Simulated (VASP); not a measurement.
# BP (P4_132) in VASP: single point with PBE

Aim: the single point of BP with PBE.

All numbers are computed with VASP 6.6.1; they aren't measurements. Logs are shortened: lines on timing, memory, paths and dates and some standing lists are left out, and cuts for length are marked.

## Step 1: The cell of the first run

Symmetry: P4_132, No. 213, cubic system. Conventional cell: a = 5.321 Å, b = 5.321 Å, c = 5.321 Å, α = 90.00°, β = 90.00°, γ = 90.00°. B (site symmetry 32) has 3 P at 1.88 Å within 2.5 Å. P (site symmetry 32) has 3 B at 1.88 Å within 2.5 Å.

## Step 2: Single point, PBE

INCAR

```
SYSTEM = BP
ALGO = Normal
EDIFF = 1E-6
ENCUT = 500
GGA = PE
GGA_COMPAT = .False.
ISIF = 2
ISMEAR = 0
LASPH = .True.
LCHARG = .False.
LREAL = .False.
LWAVE = .False.
NBANDS = 26
NELM = 120
PREC = Accurate
SIGMA = 0.1
```

KPOINTS

```
k-points
0
Gamma
  8 8 8
  0 0 0
```

POSCAR

```
BP
1.0
    5.3214213084      0.0000000000      0.0000000000
    0.0000000000      5.3214213084      0.0000000000
    0.0000000000      0.0000000000      5.3214213084
B P
4 4
Direct
    0.8750000000      0.8750000000      0.8750000000
    0.6250000000      0.1250000000      0.3750000000
    0.1250000000      0.3750000000      0.6250000000
    0.3750000000      0.6250000000      0.1250000000
    0.3750000000      0.3750000000      0.3750000000
    0.1250000000      0.6250000000      0.8750000000
    0.6250000000      0.8750000000      0.1250000000
    0.8750000000      0.1250000000      0.6250000000
```

Potentials or basis: VASP PAW PBE potentials, release 64 (B, P).

Started as:

```console
cat potpaw_PBE.64/B/POTCAR potpaw_PBE.64/P/POTCAR > POTCAR
mpirun -np 1 vasp_std > vasp.out
```

OUTCAR:

```text
SYSTEM = BP
   EDIFF = 1E-6
   ENCUT = 500
   GGA = PE
   ISIF = 2
   ISMEAR = 0
   LASPH = .True.
   LREAL = .False.
   NELM = 120
   PREC = Accurate

 ion  position               nearest neighbor table
   1  0.875  0.875  0.875-   6 1.88   7 1.88   8 1.88
   2  0.625  0.125  0.375-   5 1.88   7 1.88   8 1.88
   3  0.125  0.375  0.625-   5 1.88   6 1.88   8 1.88
   4  0.375  0.625  0.125-   5 1.88   6 1.88   7 1.88
   5  0.375  0.375  0.375-   2 1.88   3 1.88   4 1.88
   6  0.125  0.625  0.875-   1 1.88   3 1.88   4 1.88
   7  0.625  0.875  0.125-   1 1.88   2 1.88   4 1.88
   8  0.875  0.125  0.625-   1 1.88   2 1.88   3 1.88

  LATTYP: Found a simple cubic cell.
 ALAT       =     5.3214213084

  Lattice vectors:

 A1 = (   5.3214213084,   0.0000000000,   0.0000000000)
 A2 = (   0.0000000000,   5.3214213084,   0.0000000000)
 A3 = (   0.0000000000,   0.0000000000,   5.3214213084)

Analysis of symmetry for initial positions (statically):
=====================================================================
 Subroutine PRICEL returns:
 Original cell was already a primitive cell.

 Routine SETGRP: Setting up the symmetry group for a
 simple cubic supercell.

 Subroutine GETGRP returns: Found 24 space group operations
 (whereof  3 operations were pure point group operations)
 out of a pool of 48 trial point group operations.

The static configuration has the point symmetry C_3 .
 The point group associated with its full space group is O   .

Analysis of symmetry for dynamics (positions and initial velocities):
=====================================================================
 Subroutine PRICEL returns:
 Original cell was already a primitive cell.

 Routine SETGRP: Setting up the symmetry group for a
 simple cubic supercell.

 Subroutine GETGRP returns: Found 24 space group operations
 (whereof  3 operations were pure point group operations)
 out of a pool of 48 trial point group operations.

The dynamic configuration has the point symmetry C_3 .
 The point group associated with its full space group is O   .

 Subroutine INISYM returns: Found 24 space group operations
 (whereof  3 operations are pure point group operations),
 and found     1 'primitive' translations

----------------------------------------------------------------------------------------

                                     Primitive cell

  volume of cell :     150.6895

  direct lattice vectors                    reciprocal lattice vectors
     5.321421308  0.000000000  0.000000000     0.187919720  0.000000000  0.000000000
     0.000000000  5.321421308  0.000000000     0.000000000  0.187919720  0.000000000
     0.000000000  0.000000000  5.321421308     0.000000000  0.000000000  0.187919720

  length of vectors
     5.321421308  5.321421308  5.321421308     0.187919720  0.187919720  0.187919720

  position of ions in fractional coordinates (direct lattice)
     0.875000000  0.875000000  0.875000000
     0.625000000  0.125000000  0.375000000
     0.125000000  0.375000000  0.625000000
     0.375000000  0.625000000  0.125000000
     0.375000000  0.375000000  0.375000000
     0.125000000  0.625000000  0.875000000
     0.625000000  0.875000000  0.125000000
     0.875000000  0.125000000  0.625000000

  ion indices of the primitive-cell ions
   primitive index   ion index
                 1           1
                 2           2
                 3           3
                 4           4
                 5           5
                 6           6
                 7           7
                 8           8

----------------------------------------------------------------------------------------

 KPOINTS: k-points

Automatic generation of k-mesh.
 Grid dimensions read from file:
 generate k-points for:    8    8    8

 Generating k-lattice:

  Cartesian coordinates                     Fractional coordinates (reciprocal lattice)
     0.023489965  0.000000000  0.000000000     0.125000000  0.000000000  0.000000000
     0.000000000  0.023489965  0.000000000     0.000000000  0.125000000  0.000000000
     0.000000000  0.000000000  0.023489965     0.000000000  0.000000000  0.125000000

  Length of vectors
     0.023489965  0.023489965  0.023489965

  Shift w.r.t. Gamma in fractional coordinates (k-lattice)
     0.000000000  0.000000000  0.000000000

 Subroutine IBZKPT returns following result:
 ===========================================

 Found     35 irreducible k-points:

 Following reciprocal coordinates:
            Coordinates               Weight
  0.000000  0.000000  0.000000      1.000000
  0.125000  0.000000  0.000000      6.000000
  0.250000  0.000000  0.000000      6.000000
  0.375000  0.000000  0.000000      6.000000
  0.500000  0.000000  0.000000      3.000000
  0.125000  0.125000  0.000000     12.000000
[... 16 lines left out ...]
  0.375000  0.375000  0.125000     24.000000
  0.500000  0.375000  0.125000     24.000000
 [... further k-points ...]
   k-points           NKPTS =     35   k-points in BZ     NKDIM =     35   number of bands    NBANDS=     26
   number of dos      NEDOS =    301   number of ions     NIONS =      8
   total plane-waves  NPLWV =  64000
   dimension x,y,z NGX =    40 NGY =   40 NGZ =   40
   dimension x,y,z NGXF=    80 NGYF=   80 NGZF=   80
   ions per type =               4   4
   NGX,Y,Z   is equivalent  to a cutoff of  12.50, 12.50, 12.50 a.u.
   NGXF,Y,Z  is equivalent  to a cutoff of  24.99, 24.99, 24.99 a.u.
 SYSTEM =  BP
   PREC   = accura    normal or accurate (medium, high low for compatibility)
   ISTART =      0    job   : 0-new  1-cont  2-samecut
   ICHARG =      2    charge: 1-file 2-atom 10-const
   ISPIN  =      1    spin polarized calculation?
   LNONCOLLINEAR =      F non collinear calculations
   LSORBIT =      F    spin-orbit coupling
   LASPH  =      T    aspherical Exc in radial PAW
   ENCUT  =  500.0 eV  36.75 Ry    6.06 a.u.   9.70  9.70  9.70*2*pi/ulx,y,z
   NELM   =    120;   NELMIN=  2; NELMDL= -5     # of ELM steps
   EDIFF  = 0.1E-05   stopping-criterion for ELM
   LREAL  =      F    real-space projection
   EDIFFG = 0.1E-04   stopping-criterion for IOM
   NSW    =      0    number of steps for IOM
   IBRION =     -1    ionic relax: 0-MD 1-quasi-New 2-CG
   NFREE  =      0    steps in history (QN), initial steepest desc. (CG)
   ISIF   =      2    stress and relaxation
   ISYM   =      2    0-nonsym 1-usesym 2-fastsym
   POTIM  = 0.5000    time-step for ionic-motion
   TEBEG  =    0.0;   TEEND  =   0.0 temperature during run
   PSTRESS=    0.0 pullay stress
   NELECT =      32.0000    total number of electrons
   NUPDOWN=      -1.0000    fix difference up-down
   EMIN   =  10.00;   EMAX   =-10.00  energy-range for DOS
   EFERMI =   0.00;   METHOD = LEGACY
   ISMEAR =     0;   SIGMA  =   0.10  broadening in eV -4-tet -1-fermi 0-gaus
   EFERMI_NEDOS =   21; number of points for ismear=-14 and -15
   IALGO  =     38    algorithm
   IMIX   =      4    mixing-type and parameters
     AMIX     =   0.40;   BMIX     =  1.00
     AMIX_MAG =   1.60;   BMIX_MAG =  1.00
  volume/ion in A,a.u.               =      18.84       127.11
  Fermi-wavevector in a.u.,A,eV,Ry     =   0.976706  1.845707 12.979340  0.953955
  Thomas-Fermi vector in A             =   2.107346
   LORBIT       =      0    0 simple, 1 ext, 2 COOP (PROOUT), +10 PAW based schemes
   GGA     = PE    functional components
   LHFCALC =     F    Hartree Fock is set to
   AEXX    =    0.0000 exact exchange contribution
   IVDW    =     0    specifies the selected vdW correction
   LEPSILON=     F    determine dielectric tensor
   LRPA    =     F    only Hartree local field effects (RPA)
 non-spin polarized calculation
 Gauss-broadening in eV      SIGMA  =   0.10
  energy-cutoff  :      500.00
  volume of cell :      150.69
 maximum number of plane-waves:      3887
 NGX is ok and might be reduce to    40
   NGX = 19   NGY = 19   NGZ = 19

 number of electron      31.9999993 magnetization

 Free energy of the ion-electron system (eV)
  ---------------------------------------------------
  ext. energy  EPLUGINS =         0.00000000
  ---------------------------------------------------
  free energy    TOTEN  =       -43.22742286 eV

  energy without entropy =      -43.18683581  energy(sigma->0) =      -43.20712933

 E-fermi :   2.6082     XC(G=0):  -8.4692

 val. band max:        2.6077722138   @ k =   0.5000   0.1250   0.1250
 cond. band min:       2.6153542716   @ k =   0.3750   0.2500   0.1250
 fundamental gap:      0.0075820577
 Fermi energy:         2.6081716328

 k-point     1 :       0.0000    0.0000    0.0000
  band No.  band energies     occupation
      1     -10.9323      2.00000
      2      -8.5125      2.00000
      3      -8.5125      2.00000
      4      -8.5125      2.00000
      5      -4.4316      2.00000
      6      -4.4316      2.00000
[... 18 lines left out ...]
     25       7.4424      0.00000
     26       8.1134      0.00000

 k-point     2 :       0.1250    0.0000    0.0000
  band No.  band energies     occupation
      1     -10.8833      2.00000
      2      -8.9423      2.00000
      3      -8.4666      2.00000
      4      -8.1353      2.00000
      5      -4.9794      2.00000
      6      -4.5370      2.00000
[... 18 lines left out ...]
     25       7.9359      0.00000
     26       8.1648      0.00000

 k-point     3 :       0.2500    0.0000    0.0000
  band No.  band energies     occupation
      1     -10.7381      2.00000
      2      -9.3844      2.00000
      3      -8.3350      2.00000
      4      -7.8731      2.00000
      5      -5.3816      2.00000
      6      -4.8026      2.00000
[... 572 lines left out ...]
 k-point    23 :       0.3750    0.3750    0.1250
  band No.  band energies     occupation
      1     -10.1164      2.00000
      2      -9.7674      2.00000
      3      -8.6131      2.00000
      4      -8.2995      2.00000
      5      -5.1740      2.00000
      6      -4.8110      2.00000
[... 18 lines left out ...]
     25       8.5596      0.00000
     26       8.9009      0.00000

 k-point    24 :       0.5000    0.3750    0.1250
  band No.  band energies     occupation
      1      -9.9138      2.00000
      2      -9.9138      2.00000
      3      -8.5212      2.00000
      4      -8.5212      2.00000
      5      -4.9513      2.00000
      6      -4.9513      2.00000
[... 18 lines left out ...]
     25       8.6552      0.00000
     26       8.6552      0.00000

 [... further k-points ...]

------------------------ aborting loop because EDIFF is reached ----------------------------------------

  FORCE on cell =-STRESS in cart. coord.  units (eV):
  Direction    XX          YY          ZZ          XY          YZ          ZX
  --------------------------------------------------------------------------------------
  -------------------------------------------------------------------------------------
  Total       -0.1104922     -0.1104922     -0.1104922     -0.0000000      0.0000000      0.0000000
  in kB       -1.1747870     -1.1747870     -1.1747870     -0.0000000      0.0000000      0.0000000
  external PRESSURE =      -1.1747870 kB  Pullay stress =       0.0000000 kB

 VOLUME and BASIS-vectors are now :
 -----------------------------------------------------------------------------
  energy-cutoff  :      500.00
  volume of cell :      150.69
      direct lattice vectors                 reciprocal lattice vectors
     5.321421308  0.000000000  0.000000000     0.187919720  0.000000000  0.000000000
     0.000000000  5.321421308  0.000000000     0.000000000  0.187919720  0.000000000
     0.000000000  0.000000000  5.321421308     0.000000000  0.000000000  0.187919720

 POSITION                                       TOTAL-FORCE (eV/Angst)
 -----------------------------------------------------------------------------------
      4.65624      4.65624      4.65624        -0.000000     -0.000000      0.000000
      3.32589      0.66518      1.99553        -0.000000     -0.000000      0.000000
      0.66518      1.99553      3.32589        -0.000000      0.000000      0.000000
      1.99553      3.32589      0.66518         0.000000     -0.000000      0.000000
      1.99553      1.99553      1.99553         0.000000     -0.000000      0.000000
      0.66518      3.32589      4.65624         0.000000     -0.000000      0.000000
      3.32589      4.65624      0.66518        -0.000000     -0.000000      0.000000
      4.65624      0.66518      3.32589        -0.000000      0.000000      0.000000
 -----------------------------------------------------------------------------------
    total drift:                               -0.000000      0.000000      0.000000

  FREE ENERGIE OF THE ION-ELECTRON SYSTEM (eV)
  ---------------------------------------------------
  free  energy   TOTEN  =       -43.2274228624 eV

  energy  without entropy=      -43.1868358069  energy(sigma->0) =      -43.20712933
```

It took 3.8 min on 1 thread of Intel Xeon 8259CL, shared host; peak memory 0.28 GiB.

Results:

* Free energy: -43.2274 eV
* Pressure: -0.1 GPa
* Band gap on the k mesh: zero (bands 16 and 17 overlap by 1.07 eV)

Levels at points of the mesh, in eV from the Fermi level:
| k point | band 14 | band 15 | band 16 | band 17 | band 18 | band 19 |
| --- | --- | --- | --- | --- | --- | --- |
| (0.00, 0.00, 0.00) | -1.49 | -1.49 | 0.79 | 1.18 | 1.18 | 1.18 |
| (0.50, 0.00, 0.00) | -0.85 | -0.67 | -0.67 | -0.27 | -0.27 | 2.25 |
| (0.50, 0.50, 0.00) | -0.95 | 0.05 | 0.05 | 0.31 | 0.31 | 2.24 |
| (0.50, 0.50, 0.50) | -0.87 | -0.87 | -0.87 | 0.96 | 0.96 | 0.96 |
